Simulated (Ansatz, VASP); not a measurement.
Re: VASP beside Ansatz

```xyz
2
Lattice="2.7749 0.0000 0.0000 -1.3874 2.4031 0.0000 0.0000 0.0000 4.4841" Properties=species:S:1:pos:R:3 pbc="T T T"
Re    0.0000    1.6021    3.3631
Re    1.3874    0.8010    1.1210
```

Alike in both runs: functional PBE; k mesh 18 × 18 × 10; occupations gaussian, width 0.1 eV; no spin polarisation.

Ansatz relaxed the structure, and its values are those at the end. VASP's run is a single point on that final structure, the one shown.

|  | VASP | Ansatz |
| --- | --- | --- |
| version | VASP 6.6.1 | Ansatz 0.2.0 |
| potentials or method | VASP PAW PBE potentials, release 64 (Re), cutoff 520 eV | scalar-relativistic, plane waves, PAW |
| valence electrons in the cell | 14 | 30 |

|  | VASP | Ansatz | Ansatz less VASP |
| --- | --- | --- | --- |
| gap on the k mesh at the Fermi level (eV) | none | none | - |
| pressure (GPa) | -0.6 | 0.0 | +0.54 |

A gap of «none» marks a metal or a gap that the smearing closes. With one functional, cell and mesh, what is left measures potentials, basis and numerics. VASP's potentials hold 14 valence electrons a cell and Ansatz's 30, so a difference there can come from the potentials and not from the codes.

Neither program's run includes spin-orbit coupling.
